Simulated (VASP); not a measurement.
# TaO (P6/mmm) in VASP: further runs

TaO is run at these levels: r2SCANh, HF, PBE; tasks: single point.

Program: VASP 6.6.1. These are calculated values, not measurements. Logs are shortened: lines on timing, memory, paths and dates and some standing lists are left out, and cuts for length are marked.

## Step 1: The cell of the first run

It takes space group P6/mmm (No. 191, hexagonal). The conventional cell has a = 3.066 Å, b = 3.066 Å, c = 3.855 Å, α = 90.00°, β = 90.00°, γ = 120.00°. Within 2.6 Å of Ta (site symmetry 6/mmm) lie 2 O at 1.93 Å. Within 2.6 Å of O (site symmetry 6/mmm) lie 2 Ta at 1.93 Å.

## Step 2: Single point, r2SCANh

POSCAR

```
TaO
1.0
    3.0661100000      0.0000000000      0.0000000000
   -1.5330600000      2.6553300000      0.0000000000
    0.0000000000      0.0000000000      3.8550200000
Ta O
1 1
Direct
    0.0000000000      0.0000000000      0.5000000000
    0.0000000000      0.0000000000      0.0000000000
```

INCAR.step1

```
ALGO = Normal ; EDIFF = 1E-5
ENCUT = 520 ; GGA = PE
ISIF = 2 ; ISMEAR = -1
LASPH = True ; LCHARG = False
LREAL = False ; LWAVE = True
NBANDS = 16 ; NELM = 80
PREC = Accurate ; SIGMA = 0.05
```

INCAR.step2

```
AEXX = 0.1 ; ALGO = Normal
EDIFF = 1E-7 ; ENCUT = 520
ISIF = 2 ; ISMEAR = -1
ISTART = 1 ; LASPH = True
LCHARG = False ; LHFCALC = True
LMIXTAU = True ; LREAL = False
LWAVE = False ; METAGGA = R2SCAN
NBANDS = 16 ; NELM = 80
PREC = Accurate ; PRECFOCK = Normal
SIGMA = 0.05
```

KPOINTS

```
k-points
0
Gamma
  5 5 4
```

Potentials or basis: VASP PAW PBE potentials, release 64 (Ta_pv, O).

Started as:

```console
$ cat potpaw_PBE.64/Ta_pv/POTCAR potpaw_PBE.64/O/POTCAR > POTCAR
$ cp INCAR.step1 INCAR
$ mpirun -np 1 vasp_std > vasp.out
$ cp INCAR.step2 INCAR
$ mpirun -np 1 vasp_std > vasp.out
```

OUTCAR:

```text
AEXX = 0.1
   EDIFF = 1E-7
   ENCUT = 520
   ISIF = 2
   ISMEAR = -1
   ISTART = 1
   LASPH = True
   LHFCALC = True
   LREAL = False
   METAGGA = R2SCAN
   NELM = 80
   PREC = Accurate
   PRECFOCK = Normal

 ion  position               nearest neighbor table
   1  0.000  0.000  0.500-   2 1.93   2 1.93
   2  0.000  0.000  0.000-   1 1.93   1 1.93

  LATTYP: Found a hexagonal cell.
 ALAT       =     3.0661100000
 C/A-ratio  =     1.2572999664

  Lattice vectors:

 A1 = (   3.0661100000,   0.0000000000,   0.0000000000)
 A2 = (  -1.5330600000,   2.6553300000,   0.0000000000)
 A3 = (   0.0000000000,   0.0000000000,   3.8550200000)

Analysis of symmetry for initial positions (statically):
=====================================================================
 Subroutine PRICEL returns:
 Original cell was already a primitive cell.

 Routine SETGRP: Setting up the symmetry group for a
 hexagonal supercell.

 Subroutine GETGRP returns: Found 24 space group operations
 (whereof 24 operations were pure point group operations)
 out of a pool of 24 trial point group operations.

The static configuration has the point symmetry D_6h.

Analysis of symmetry for dynamics (positions and initial velocities):
=====================================================================
 Subroutine PRICEL returns:
 Original cell was already a primitive cell.

 Routine SETGRP: Setting up the symmetry group for a
 hexagonal supercell.

 Subroutine GETGRP returns: Found 24 space group operations
 (whereof 24 operations were pure point group operations)
 out of a pool of 24 trial point group operations.

The dynamic configuration has the point symmetry D_6h.

 Subroutine INISYM returns: Found 24 space group operations
 (whereof 24 operations are pure point group operations),
 and found     1 'primitive' translations

----------------------------------------------------------------------------------------

                                     Primitive cell

  volume of cell :      31.3858

  direct lattice vectors                    reciprocal lattice vectors
     3.066110000  0.000000000  0.000000000     0.326146159  0.188301127  0.000000000
    -1.533060000  2.655330000  0.000000000     0.000000000  0.376601025  0.000000000
     0.000000000  0.000000000  3.855020000     0.000000000  0.000000000  0.259402026

  length of vectors
     3.066110000  3.066113235  3.855020000     0.376601423  0.376601025  0.259402026

  position of ions in fractional coordinates (direct lattice)
     0.000000000  0.000000000  0.500000000
     0.000000000  0.000000000  0.000000000

  ion indices of the primitive-cell ions
   primitive index   ion index
                 1           1
                 2           2

----------------------------------------------------------------------------------------

 KPOINTS: k-points

Automatic generation of k-mesh.
 Grid dimensions read from file:
 generate k-points for:    5    5    4

 Generating k-lattice:

  Cartesian coordinates                     Fractional coordinates (reciprocal lattice)
     0.065229232  0.037660225  0.000000000     0.200000000  0.000000000  0.000000000
     0.000000000  0.075320205  0.000000000     0.000000000  0.200000000  0.000000000
     0.000000000  0.000000000  0.064850507     0.000000000  0.000000000  0.250000000

  Length of vectors
     0.075320285  0.075320205  0.064850507

  Shift w.r.t. Gamma in fractional coordinates (k-lattice)
     0.000000000  0.000000000  0.000000000

 Subroutine IBZKPT returns following result:
 ===========================================

 Found     15 irreducible k-points:

 Following reciprocal coordinates:
            Coordinates               Weight
  0.000000  0.000000  0.000000      1.000000
  0.200000 -0.000000  0.000000      6.000000
  0.400000 -0.000000  0.000000      6.000000
  0.200000  0.200000  0.000000      6.000000
  0.400000  0.200000  0.000000      6.000000
  0.000000  0.000000  0.250000      2.000000
  0.200000 -0.000000  0.250000     12.000000
  0.400000 -0.000000  0.250000     12.000000
  0.200000  0.200000  0.250000     12.000000
  0.400000  0.200000  0.250000     12.000000
  0.000000  0.000000  0.500000      1.000000
  0.200000 -0.000000  0.500000      6.000000
  0.400000 -0.000000  0.500000      6.000000
  0.200000  0.200000  0.500000      6.000000
  0.400000  0.200000  0.500000      6.000000
   k-points           NKPTS =     15   k-points in BZ     NKDIM =    100   number of bands    NBANDS=     16
   number of dos      NEDOS =    301   number of ions     NIONS =      2
   total plane-waves  NPLWV =  17280
   dimension x,y,z NGX =    24 NGY =   24 NGZ =   30
   dimension x,y,z NGXF=    48 NGYF=   48 NGZF=   60
   ions per type =               1   1
   NGX,Y,Z   is equivalent  to a cutoff of  13.01, 13.01, 12.94 a.u.
   NGXF,Y,Z  is equivalent  to a cutoff of  26.03, 26.03, 25.87 a.u.
 SYSTEM =  unknown system
   PREC   = accura    normal or accurate (medium, high low for compatibility)
   ISTART =      1    job   : 0-new  1-cont  2-samecut
   ICHARG =      0    charge: 1-file 2-atom 10-const
   ISPIN  =      1    spin polarized calculation?
   LNONCOLLINEAR =      F non collinear calculations
   LSORBIT =      F    spin-orbit coupling
   LASPH  =      T    aspherical Exc in radial PAW
   ENCUT  =  520.0 eV  38.22 Ry    6.18 a.u.   5.70  5.70  7.17*2*pi/ulx,y,z
   NELM   =     80;   NELMIN=  2; NELMDL=  0     # of ELM steps
   EDIFF  = 0.1E-06   stopping-criterion for ELM
   LREAL  =      F    real-space projection
   EDIFFG = 0.1E-05   stopping-criterion for IOM
   NSW    =      0    number of steps for IOM
   IBRION =     -1    ionic relax: 0-MD 1-quasi-New 2-CG
   NFREE  =      0    steps in history (QN), initial steepest desc. (CG)
   ISIF   =      2    stress and relaxation
   ISYM   =      3    0-nonsym 1-usesym 2-fastsym
   POTIM  = 0.5000    time-step for ionic-motion
   TEBEG  =    0.0;   TEEND  =   0.0 temperature during run
   PSTRESS=    0.0 pullay stress
   NELECT =      17.0000    total number of electrons
   NUPDOWN=      -1.0000    fix difference up-down
   EMIN   =  10.00;   EMAX   =-10.00  energy-range for DOS
   EFERMI =   0.00;   METHOD = LEGACY
   ISMEAR =    -1;   SIGMA  =   0.05  broadening in eV -4-tet -1-fermi 0-gaus
   EFERMI_NEDOS =   21; number of points for ismear=-14 and -15
   IALGO  =     38    algorithm
   IMIX   =      1    mixing-type and parameters
     AMIX     =   0.40;   BMIX     =  1.00
     AMIX_MAG =   1.60;   BMIX_MAG =  1.00
  volume/ion in A,a.u.               =      15.69       105.90
  Fermi-wavevector in a.u.,A,eV,Ry     =   1.334484  2.521810 24.229918  1.780849
  Thomas-Fermi vector in A             =   2.463262
   LORBIT       =      0    0 simple, 1 ext, 2 COOP (PROOUT), +10 PAW based schemes
   METAGGA = R2SCAN    functional components
   LHFCALC =     T    Hartree Fock is set to
   PRECFOCK=normal    Normal, Fast or Accurate (Low or Medium for compatibility)
   ENCUT4O =  -1.0   cutoff for four orbital integrals eV
   NKREDX  =     1    reduce k-point grid by
   NKREDY  =     1    reduce k-point grid by
   NKREDZ  =     1    reduce k-point grid by
   AEXX    =    0.1000 exact exchange contribution
   HFSCREEN=    0.0000 screening length (either q_TF or 0.3 A-1)
   HFSCREENC=   0.0000 screening length for correlation (either q_TF or 0.3 A-1)
   ENCUTFOCK=  -1.0 apply spherical cutoff to Coloumb kernel
   IVDW    =     0    specifies the selected vdW correction
   LEPSILON=     F    determine dielectric tensor
   LRPA    =     F    only Hartree local field effects (RPA)
 non-spin polarized calculation
  energy-cutoff  :      520.00
  volume of cell :       31.39
 maximum number of plane-waves:       858
 NGX is ok and might be reduce to    24
  NGX = 18; NGY = 18; NGZ = 24

 number of electron      17.0000008 magnetization

 Free energy of the ion-electron system (eV)
  ---------------------------------------------------
  ext. energy  EPLUGINS =         0.00000000
  ---------------------------------------------------
  free energy    TOTEN  =       -56.27238760 eV

  energy without entropy =      -56.26831657  energy(sigma->0) =      -56.27035208

 E-fermi :   3.6282     XC(G=0): -10.6903

 val. band max:        3.2002808786   @ k =   0.2000  -0.0000   0.5000
 cond. band min:       3.6642334350   @ k =   0.4000  -0.0000   0.0000
 fundamental gap:      0.4639525564
 Fermi energy:         3.6281614660

 k-point     1 :       0.0000    0.0000    0.0000
  band No.  band energies     occupation
      1     -33.8303      2.00000
      2     -33.0812      2.00000
      3     -33.0811      2.00000
      4     -18.1808      2.00000
      5      -2.5199      2.00000
      6      -0.8158      2.00000
[... 8 lines left out ...]
     15      15.6140      0.00000
     16      15.8837      0.00000

 k-point     2 :       0.2000   -0.0000    0.0000
  band No.  band energies     occupation
      1     -33.8036      2.00000
      2     -33.3117      2.00000
      3     -33.1330      2.00000
      4     -18.0298      2.00000
      5      -1.7651      2.00000
      6      -0.6986      2.00000
[... 8 lines left out ...]
     15      15.6226      0.00000
     16      16.8222      0.00000

 k-point     3 :       0.4000   -0.0000    0.0000
  band No.  band energies     occupation
      1     -33.7600      2.00000
      2     -33.6714      2.00000
      3     -33.2170      2.00000
      4     -17.7772      2.00000
      5      -1.9915      2.00000
      6      -0.4426      2.00000
[... 8 lines left out ...]
     15      15.6616      0.00000
     16      17.5433      0.00000

 k-point     4 :       0.2000    0.2000    0.0000
  band No.  band energies     occupation
      1     -33.7683      2.00000
      2     -33.5442      2.00000
      3     -33.2637      2.00000
      4     -17.8265      2.00000
      5      -1.7443      2.00000
      6      -0.5057      2.00000
[... 8 lines left out ...]
     15      17.7296      0.00000
     16      18.0002      0.00000
[... 153 lines left out ...]
 k-point    13 :       0.4000   -0.0000    0.5000
  band No.  band energies     occupation
      1     -33.9409      2.00000
      2     -33.6616      2.00000
      3     -33.2087      2.00000
      4     -16.1344      2.00000
      5      -4.9095      2.00000
      6      -3.2417      2.00000
[... 8 lines left out ...]
     15      15.6298      0.00000
     16      17.9557      0.00000

 k-point    14 :       0.2000    0.2000    0.5000
  band No.  band energies     occupation
      1     -33.9506      2.00000
      2     -33.5349      2.00000
      3     -33.2556      2.00000
      4     -16.1815      2.00000
      5      -4.9494      2.00000
      6      -2.7341      2.00000
[... 8 lines left out ...]
     15      15.6322      0.00000
     16      16.7061      0.00000

 k-point    15 :       0.4000    0.2000    0.5000
  band No.  band energies     occupation
      1     -33.9253      2.00000
      2     -33.6444      2.00000
      3     -33.3674      2.00000
      4     -16.0601      2.00000
      5      -4.8432      2.00000
      6      -3.1383      2.00000
[... 8 lines left out ...]
     15      15.6283      0.00000
     16      16.5471      0.00000

------------------------ aborting loop because EDIFF is reached ----------------------------------------

  FORCE on cell =-STRESS in cart. coord.  units (eV):
  Direction    XX          YY          ZZ          XY          YZ          ZX
  --------------------------------------------------------------------------------------
  -------------------------------------------------------------------------------------
  Total       -0.5428818     -0.5428822     -1.9288678      0.0000010      0.0000000     -0.0000000
  in kB      -27.7129655    -27.7129832    -98.4646133      0.0000522      0.0000000     -0.0000000
  external PRESSURE =     -51.2968540 kB  Pullay stress =       0.0000000 kB

 VOLUME and BASIS-vectors are now :
 -----------------------------------------------------------------------------
  energy-cutoff  :      520.00
  volume of cell :       31.39
      direct lattice vectors                 reciprocal lattice vectors
     3.066110000  0.000000000  0.000000000     0.326146159  0.188301127  0.000000000
    -1.533060000  2.655330000  0.000000000     0.000000000  0.376601025  0.000000000
     0.000000000  0.000000000  3.855020000     0.000000000  0.000000000  0.259402026

 POSITION                                       TOTAL-FORCE (eV/Angst)
 -----------------------------------------------------------------------------------
      0.00000      0.00000      1.92751         0.000000      0.000000      0.000000
      0.00000      0.00000      0.00000        -0.000000      0.000000      0.000000
 -----------------------------------------------------------------------------------
    total drift:                               -0.000000      0.000000      0.000000

  FREE ENERGIE OF THE ION-ELECTRON SYSTEM (eV)
  ---------------------------------------------------
  free  energy   TOTEN  =       -56.2723875970 eV

  energy  without entropy=      -56.2683165691  energy(sigma->0) =      -56.27035208
```

Run time: 19 min. Hardware: 1 thread of AMD EPYC 7R43 (Zen 3), shared host; peak memory 0.13 GiB.

Results:

* Free energy: -56.2724 eV
* Pressure: -5.1 GPa
* Band gap on the k mesh: zero (an odd number of electrons rules out a gap without spin polarisation)

Stress tensor (GPa, compression positive):
```
-2.77  0.00  0.00
 0.00 -2.77  0.00
 0.00  0.00 -9.85
```

Caveat: the k points lie up to 0.47 Å⁻¹ apart, too coarse for converged energies and pressures of a metal; the PAW data sets were made with another functional, which shifts forces and pressure a little; spin-orbit coupling is left out, which moves the levels of the heavy elements; an odd number of electrons without spin polarisation forces a metal; a magnetic or distorted state may lie lower.

## Step 3: Single point, HF

This run uses another cell than the first one, of 15.95 Å³/atom.

POSCAR

```
TaO
1.0
    3.1064171520      0.0000029247      0.0000000000
   -1.5532111088      2.6902347060      0.0000000000
    0.0000000000      0.0000000000      3.8183093871
Ta O
1 1
Direct
    0.0000000000      0.0000000000      0.5000000000
    0.0000000000      0.0000000000      0.0000000000
```

INCAR.step1

```
PREC = Accurate ; ENCUT = 520
EDIFF = 1E-5 ; ISMEAR = -1
SIGMA = 0.05 ; LREAL = False
LASPH = True ; NELM = 100
ALGO = Normal ; ISIF = 2
LWAVE = True ; LCHARG = False
NBANDS = 16 ; GGA = PE
```

INCAR.step2

```
PREC = Accurate ; ENCUT = 520
EDIFF = 1E-6 ; ISMEAR = -1
SIGMA = 0.05 ; LREAL = False
LASPH = True ; NELM = 100
ALGO = Normal ; ISIF = 2
LWAVE = False ; LCHARG = False
GGA = PE ; LHFCALC = True
AEXX = 1.0 ; ALDAC = 0.0
AGGAC = 0.0 ; PRECFOCK = Normal
NBANDS = 16 ; ISTART = 1
```

KPOINTS

```
Automatic mesh
0
Gamma
  5 5 4
```

Potentials or basis: VASP PAW PBE potentials, release 64 (Ta_pv, O).

Started as:

```console
$ cat potpaw_PBE.64/Ta_pv/POTCAR potpaw_PBE.64/O/POTCAR > POTCAR
$ cp INCAR.step1 INCAR
$ mpirun -np 1 vasp_std > vasp.out
$ cp INCAR.step2 INCAR
$ mpirun -np 1 vasp_std > vasp.out
```

Run time: 18 min. Hardware: 1 thread of AMD EPYC 7R43 (Zen 3), shared host; peak memory 0.13 GiB.

It converged, with:

```
Free energy            : -39.1333 eV
Pressure               : -2.1 GPa
Band gap on the k mesh : zero (an odd number of electrons rules out a gap without spin polarisation)
```

Stress tensor (GPa, compression positive):
```
-2.19  0.00  0.00
 0.00 -2.19  0.00
 0.00  0.00 -1.77
```

Levels at points of the mesh, in eV from the Fermi level:
```
           k point  band 5  band 6  band 7  band 8  band 9  band 10  band 11  band 12
(0.00, 0.00, 0.00)  -11.42  -10.87   -9.11   -9.11    1.29     1.29     6.93     6.93
(0.00, 0.00, 0.50)  -16.42  -11.02  -10.43  -10.43    1.44     1.44     6.75    10.33
```

Caveat: the k points lie up to 0.47 Å⁻¹ apart, too coarse for converged energies and pressures of a metal; the PAW data sets were made with another functional, which shifts forces and pressure a little; spin-orbit coupling is left out, which moves the levels of the heavy elements; an odd number of electrons without spin polarisation forces a metal; a magnetic or distorted state may lie lower.

## Step 4: Single point, PBE

This run uses another cell than the first one, of 13.00 Å³/atom.

INCAR

```
SYSTEM = TaO
ALGO = Normal
EDIFF = 1E-7
ENCUT = 520
GGA = PE
ISIF = 2
ISMEAR = -1
LASPH = .TRUE.
LCHARG = .FALSE.
LREAL = .FALSE.
LWAVE = .FALSE.
NBANDS = 16
NELM = 60
PREC = Accurate
SIGMA = 0.05
```

KPOINTS

```
k-points
0
G
  10 10 7
  0 0 0
```

POSCAR

```
TaO
1.0
    2.8169740228      0.0000026522      0.0000000000
   -1.4084893083      2.4395697395      0.0000000000
    0.0000000000      0.0000000000      3.7828396276
Ta O
1 1
Direct
    0.0000000000      0.0000000000      0.5000000000
    0.0000000000      0.0000000000      0.0000000000
```

Started as:

```console
$ cat potpaw_PBE.64/Ta_pv/POTCAR potpaw_PBE.64/O/POTCAR > POTCAR
$ mpirun -np 1 vasp_std > vasp.out
```

It took 18 s on 1 thread of Intel Xeon 8259CL, shared host; peak memory 0.16 GiB.

It converged, with:

```
Free energy            : -19.0765 eV
Pressure               : 30.9 GPa
Band gap on the k mesh : zero (an odd number of electrons rules out a gap without spin polarisation)
```

Stress tensor (GPa, compression positive):
```
30.13  0.00  0.00
 0.00 30.13  0.00
 0.00  0.00 32.36
```

Levels at points of the mesh, in eV from the Fermi level:
| k point | band 7 | band 8 | band 9 | band 10 | band 11 | band 12 |
| --- | --- | --- | --- | --- | --- | --- |
| (0.00, 0.00, 0.00) | -1.64 | -1.64 | 0.76 | 0.76 | 4.47 | 4.47 |
| (0.50, 0.00, 0.00) | -2.46 | -2.27 | -1.21 | 3.25 | 5.33 | 7.11 |

Caveat: the cell stands under pressure; spin-orbit coupling is left out, which moves the levels of the heavy elements; an odd number of electrons without spin polarisation forces a metal; a magnetic or distorted state may lie lower.

## Step 5: The runs side by side

```tsv
level	cell	k mesh	grid for exact exchange (PRECFOCK)	share of exact exchange	gap on the mesh (eV)	pressure (GPa)
r2SCANh	a = 3.066, b = 3.066, c = 3.855 Å, angles 90.0, 90.0, 120.0°, 2 atoms	5 × 5 × 4	Normal	0.1	none	-5.1
HF	a = 3.106, b = 3.106, c = 3.818 Å, angles 90.0, 90.0, 120.0°, 2 atoms	5 × 5 × 4	Normal	1	none	-2.1
PBE	a = 2.817, b = 2.817, c = 3.783 Å, angles 90.0, 90.0, 120.0°, 2 atoms	10 × 10 × 7	-	-	none	30.9
```

Alike in all rows: task single point; potentials or basis VASP PAW PBE potentials, release 64 (Ta_pv, O); no spin polarisation; cutoff (eV) 520; smearing fermi-dirac 0.05 eV.

Caveats: some runs use coarse meshes; spin-orbit coupling is left out, which moves the levels of the heavy elements; an odd number of electrons without spin polarisation forces a metal; a magnetic or distorted state may lie lower; the PAW data sets were made with another functional, which shifts forces and pressure a little (at least some runs); the cell stands under pressure (at least some runs).

Absolute energies hang on the potentials; compare differences alone.
